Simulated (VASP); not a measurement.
# GaN (I-4m2) in VASP: notebook

Runs on GaN. Level: PBE. Tasks: single point.

Everything below comes from runs of VASP 6.6.1. Logs are shortened: lines on timing, memory, paths and dates and some standing lists are left out, and cuts for length are marked.

## 1. The cell of the first run

Symmetry: I-4m2, No. 119, tetragonal system. The conventional cell has a = 3.216 Å, b = 3.216 Å, c = 4.276 Å, α = 90.00°, β = 90.00°, γ = 90.00°. Within 2.6 Å of Ga (site symmetry -4m2) lie 4 N at 1.93 Å. Within 2.6 Å of N (site symmetry -4m2) lie 4 Ga at 1.93 Å.

## 2. Single point, PBE (strain -0.0600 x Voigt [0, 0, 1, 0, 0, 0])

File INCAR:

```
SYSTEM = GaN
ALGO     = Normal         ! electronic algorithm
EDIFF    = 1E-7           ! SCF threshold, eV
ENCUT    = 520            ! plane-wave cutoff, eV
GGA      = PE             ! functional
ISIF     = 2              ! what is computed and relaxed
ISMEAR   = 0              ! smearing method
LASPH    = .TRUE.         ! aspherical terms in the spheres
LCHARG   = .FALSE.        ! write CHGCAR
LREAL    = .FALSE.        ! projectors in reciprocal space
LWAVE    = .FALSE.        ! write WAVECAR
NBANDS   = 16             ! bands
NELM     = 100            ! most SCF steps
PREC     = Accurate       ! precision mode
SIGMA    = 0.05           ! smearing width, eV
```

File KPOINTS:

```
k-points
0
G
  10 10 10
  0 0 0
```

File POSCAR:

```
GaN
1.0
    0.0000000000      2.2742384873      2.1377841781
    2.2742384873      0.0000000000      2.1377841781
    2.2742384873      2.2742384873      0.0000000000
Ga N
1 1
Direct
    0.0000000000      0.0000000000      0.0000000000
    0.7500000000      0.7500000000      0.7500000000
```

Potentials or basis: VASP PAW PBE potentials, release 64 (Ga_d, N).

Launch:

```
$ cat potpaw_PBE.64/Ga_d/POTCAR potpaw_PBE.64/N/POTCAR > POTCAR
$ mpirun -np 1 vasp_std > vasp.out
```

OUTCAR:

```text
SYSTEM = GaN
   EDIFF = 1E-7
   ENCUT = 520
   GGA = PE
   ISIF = 2
   ISMEAR = 0
   LASPH = .TRUE.
   LREAL = .FALSE.
   NELM = 100
   PREC = Accurate

 ion  position               nearest neighbor table
   1  0.000  0.000  0.000-   2 1.93   2 1.93   2 1.93   2 1.93
   2  0.750  0.750  0.750-   1 1.93   1 1.93   1 1.93   1 1.93

  LATTYP: Found a body centered tetragonal cell.
 ALAT       =     3.2162589128
 C/A-ratio  =     1.3293607487

  Lattice vectors:

 A1 = (   0.0000000000,  -2.2742384873,  -2.1377841781)
 A2 = (   0.0000000000,   2.2742384873,  -2.1377841781)
 A3 = (   2.2742384873,   0.0000000000,   2.1377841781)

Analysis of symmetry for initial positions (statically):
=====================================================================
 Subroutine PRICEL returns:
 Original cell was already a primitive cell.

 Routine SETGRP: Setting up the symmetry group for a
 body centered tetragonal supercell.

 Subroutine GETGRP returns: Found  8 space group operations
 (whereof  8 operations were pure point group operations)
 out of a pool of 16 trial point group operations.

The static configuration has the point symmetry D_2d.

Analysis of symmetry for dynamics (positions and initial velocities):
=====================================================================
 Subroutine PRICEL returns:
 Original cell was already a primitive cell.

 Routine SETGRP: Setting up the symmetry group for a
 body centered tetragonal supercell.

 Subroutine GETGRP returns: Found  8 space group operations
 (whereof  8 operations were pure point group operations)
 out of a pool of 16 trial point group operations.

The dynamic configuration has the point symmetry D_2d.

 Subroutine INISYM returns: Found  8 space group operations
 (whereof  8 operations are pure point group operations),
 and found     1 'primitive' translations

----------------------------------------------------------------------------------------

                                     Primitive cell

  volume of cell :      22.1139

  direct lattice vectors                    reciprocal lattice vectors
     0.000000000  2.274238487  2.137784178    -0.219853812  0.219853812  0.233887034
     2.274238487  0.000000000  2.137784178     0.219853812 -0.219853812  0.233887034
     2.274238487  2.274238487  0.000000000     0.219853812  0.219853812 -0.233887034

  length of vectors
     3.121262868  3.121262868  3.216258913     0.389068813  0.389068813  0.389068813

  position of ions in fractional coordinates (direct lattice)
     0.000000000  0.000000000  0.000000000
     0.750000000  0.750000000  0.750000000

  ion indices of the primitive-cell ions
   primitive index   ion index
                 1           1
                 2           2

----------------------------------------------------------------------------------------

 KPOINTS: k-points

Automatic generation of k-mesh.
 Grid dimensions read from file:
 generate k-points for:   10   10   10

 Generating k-lattice:

  Cartesian coordinates                     Fractional coordinates (reciprocal lattice)
    -0.021985381  0.021985381  0.023388703     0.100000000  0.000000000  0.000000000
     0.021985381 -0.021985381  0.023388703     0.000000000  0.100000000  0.000000000
     0.021985381  0.021985381 -0.023388703     0.000000000  0.000000000  0.100000000

  Length of vectors
     0.038906881  0.038906881  0.038906881

  Shift w.r.t. Gamma in fractional coordinates (k-lattice)
     0.000000000  0.000000000  0.000000000

 Subroutine IBZKPT returns following result:
 ===========================================

 Found    102 irreducible k-points:

 Following reciprocal coordinates:
            Coordinates               Weight
  0.000000  0.000000  0.000000      1.000000
  0.100000  0.000000  0.000000      8.000000
  0.200000  0.000000  0.000000      8.000000
  0.300000  0.000000  0.000000      8.000000
  0.400000  0.000000  0.000000      8.000000
  0.500000  0.000000  0.000000      4.000000
[... 16 lines left out ...]
  0.300000  0.300000  0.000000      2.000000
  0.400000  0.300000  0.000000      8.000000
 [... further k-points ...]
   k-points           NKPTS =    102   k-points in BZ     NKDIM =    102   number of bands    NBANDS=     16
   number of dos      NEDOS =    301   number of ions     NIONS =      2
   total plane-waves  NPLWV =  13824
   dimension x,y,z NGX =    24 NGY =   24 NGZ =   24
   dimension x,y,z NGXF=    48 NGYF=   48 NGZF=   48
   ions per type =               1   1
   NGX,Y,Z   is equivalent  to a cutoff of  12.78, 12.78, 12.41 a.u.
   NGXF,Y,Z  is equivalent  to a cutoff of  25.57, 25.57, 24.81 a.u.
 SYSTEM =  GaN
   PREC   = accura    normal or accurate (medium, high low for compatibility)
   ISTART =      0    job   : 0-new  1-cont  2-samecut
   ICHARG =      2    charge: 1-file 2-atom 10-const
   ISPIN  =      1    spin polarized calculation?
   LNONCOLLINEAR =      F non collinear calculations
   LSORBIT =      F    spin-orbit coupling
   LASPH  =      T    aspherical Exc in radial PAW
   ENCUT  =  520.0 eV  38.22 Ry    6.18 a.u.   5.80  5.80  5.98*2*pi/ulx,y,z
   NELM   =    100;   NELMIN=  2; NELMDL= -5     # of ELM steps
   EDIFF  = 0.1E-06   stopping-criterion for ELM
   LREAL  =      F    real-space projection
   EDIFFG = 0.1E-05   stopping-criterion for IOM
   NSW    =      0    number of steps for IOM
   IBRION =     -1    ionic relax: 0-MD 1-quasi-New 2-CG
   NFREE  =      0    steps in history (QN), initial steepest desc. (CG)
   ISIF   =      2    stress and relaxation
   ISYM   =      2    0-nonsym 1-usesym 2-fastsym
   POTIM  = 0.5000    time-step for ionic-motion
   TEBEG  =    0.0;   TEEND  =   0.0 temperature during run
   PSTRESS=    0.0 pullay stress
   NELECT =      18.0000    total number of electrons
   NUPDOWN=      -1.0000    fix difference up-down
   EMIN   =  10.00;   EMAX   =-10.00  energy-range for DOS
   EFERMI =   0.00;   METHOD = LEGACY
   ISMEAR =     0;   SIGMA  =   0.05  broadening in eV -4-tet -1-fermi 0-gaus
   EFERMI_NEDOS =   21; number of points for ismear=-14 and -15
   IALGO  =     38    algorithm
   IMIX   =      4    mixing-type and parameters
     AMIX     =   0.40;   BMIX     =  1.00
     AMIX_MAG =   1.60;   BMIX_MAG =  1.00
  volume/ion in A,a.u.               =      11.06        74.62
  Fermi-wavevector in a.u.,A,eV,Ry     =   1.528541  2.888523 31.789156  2.336437
  Thomas-Fermi vector in A             =   2.636285
   LORBIT       =      0    0 simple, 1 ext, 2 COOP (PROOUT), +10 PAW based schemes
   GGA     = PE    functional components
   LHFCALC =     F    Hartree Fock is set to
   AEXX    =    0.0000 exact exchange contribution
   IVDW    =     0    specifies the selected vdW correction
   LEPSILON=     F    determine dielectric tensor
   LRPA    =     F    only Hartree local field effects (RPA)
 non-spin polarized calculation
 Gauss-broadening in eV      SIGMA  =   0.05
  energy-cutoff  :      520.00
  volume of cell :       22.11
 maximum number of plane-waves:       608
   NGX = 11   NGY = 11   NGZ = 11

 number of electron      18.0000009 magnetization

 Free energy of the ion-electron system (eV)
  ---------------------------------------------------
  ext. energy  EPLUGINS =         0.00000000
  ---------------------------------------------------
  free energy    TOTEN  =       -12.08306980 eV

  energy without entropy =      -12.08306980  energy(sigma->0) =      -12.08306980

 E-fermi :   6.1504     XC(G=0): -11.8565

 val. band max:        5.8344198894   @ k =   0.0000   0.0000   0.0000
 cond. band min:       7.6008092861   @ k =   0.0000   0.0000   0.0000
 fundamental gap:      1.7663893967
 Fermi energy:         6.1504021632

 k-point     1 :       0.0000    0.0000    0.0000
  band No.  band energies     occupation
      1     -10.5638      2.00000
      2      -7.8381      2.00000
      3      -7.8381      2.00000
      4      -7.7725      2.00000
      5      -7.4683      2.00000
      6      -7.4618      2.00000
[... 8 lines left out ...]
     15      24.1195      0.00000
     16      24.1195      0.00000

 k-point     2 :       0.1000    0.0000    0.0000
  band No.  band energies     occupation
      1     -10.4455      2.00000
      2      -7.8232      2.00000
      3      -7.8088      2.00000
      4      -7.7514      2.00000
      5      -7.4681      2.00000
      6      -7.4643      2.00000
[... 8 lines left out ...]
     15      22.9503      0.00000
     16      24.5352      0.00000

 k-point     3 :       0.2000    0.0000    0.0000
  band No.  band energies     occupation
      1     -10.1427      2.00000
      2      -7.7894      2.00000
      3      -7.7493      2.00000
      4      -7.6245      2.00000
      5      -7.4642      2.00000
      6      -7.4614      2.00000
[... 8 lines left out ...]
     15      22.3161      0.00000
     16      23.6743      0.00000

 k-point     4 :       0.3000    0.0000    0.0000
  band No.  band energies     occupation
      1      -9.8098      2.00000
      2      -7.7606      2.00000
      3      -7.7135      2.00000
      4      -7.4673      2.00000
      5      -7.4385      2.00000
      6      -7.2260      2.00000
[... 8 lines left out ...]
     15      23.1459      0.00000
     16      23.6152      0.00000
[... 324 lines left out ...]
 k-point    22 :      -0.2000    0.2000    0.0000
  band No.  band energies     occupation
      1      -9.7203      2.00000
      2      -7.7212      2.00000
      3      -7.6957      2.00000
      4      -7.4837      2.00000
      5      -7.4809      2.00000
      6      -7.0988      2.00000
[... 8 lines left out ...]
     15      22.9248      0.00000
     16      27.2227      0.00000

 k-point    23 :       0.3000    0.3000    0.0000
  band No.  band energies     occupation
      1      -9.5800      2.00000
      2      -7.6838      2.00000
      3      -7.6244      2.00000
      4      -7.6244      2.00000
      5      -7.3984      2.00000
      6      -6.9106      2.00000
[... 8 lines left out ...]
     15      27.1930      0.00000
     16      28.2779      0.00000

 k-point    24 :       0.4000    0.3000    0.0000
  band No.  band energies     occupation
      1      -9.4517      2.00000
      2      -7.7022      2.00000
      3      -7.5842      2.00000
      4      -7.5817      2.00000
      5      -7.3832      2.00000
      6      -6.4233      2.00000
[... 8 lines left out ...]
     15      27.9169      0.00000
     16      28.2674      0.00000

 [... further k-points ...]

------------------------ aborting loop because EDIFF is reached ----------------------------------------

  FORCE on cell =-STRESS in cart. coord.  units (eV):
  Direction    XX          YY          ZZ          XY          YZ          ZX
  --------------------------------------------------------------------------------------
  -------------------------------------------------------------------------------------
  Total        1.3563161      1.3563161      2.2057654      0.0000000     -0.0000000      0.0000000
  in kB       98.2665359     98.2665359    159.8100313      0.0000000     -0.0000000      0.0000000
  external PRESSURE =     118.7810343 kB  Pullay stress =       0.0000000 kB

 VOLUME and BASIS-vectors are now :
 -----------------------------------------------------------------------------
  energy-cutoff  :      520.00
  volume of cell :       22.11
      direct lattice vectors                 reciprocal lattice vectors
     0.000000000  2.274238487  2.137784178    -0.219853812  0.219853812  0.233887034
     2.274238487  0.000000000  2.137784178     0.219853812 -0.219853812  0.233887034
     2.274238487  2.274238487  0.000000000     0.219853812  0.219853812 -0.233887034

 POSITION                                       TOTAL-FORCE (eV/Angst)
 -----------------------------------------------------------------------------------
      0.00000      0.00000      0.00000        -0.000000     -0.000000     -0.000000
      3.41136      3.41136      3.20668         0.000000      0.000000      0.000000
 -----------------------------------------------------------------------------------
    total drift:                               -0.000001     -0.000001     -0.000001

  FREE ENERGIE OF THE ION-ELECTRON SYSTEM (eV)
  ---------------------------------------------------
  free  energy   TOTEN  =       -12.0830698027 eV

  energy  without entropy=      -12.0830698027  energy(sigma->0) =      -12.08306980
```

Wall time 24 s (1 thread of Intel Xeon 8259CL, shared host); peak memory 0.16 GiB.

Results:

```
Free energy            : -12.0831 eV
Pressure               : 11.9 GPa
Band gap on the k mesh : 1.77 eV, direct
```

Caveat: the cell differs from its parent crystal (strain -0.0600 x Voigt [0, 0, 1, 0, 0, 0]).

(Part 1 of 2 ends here.)
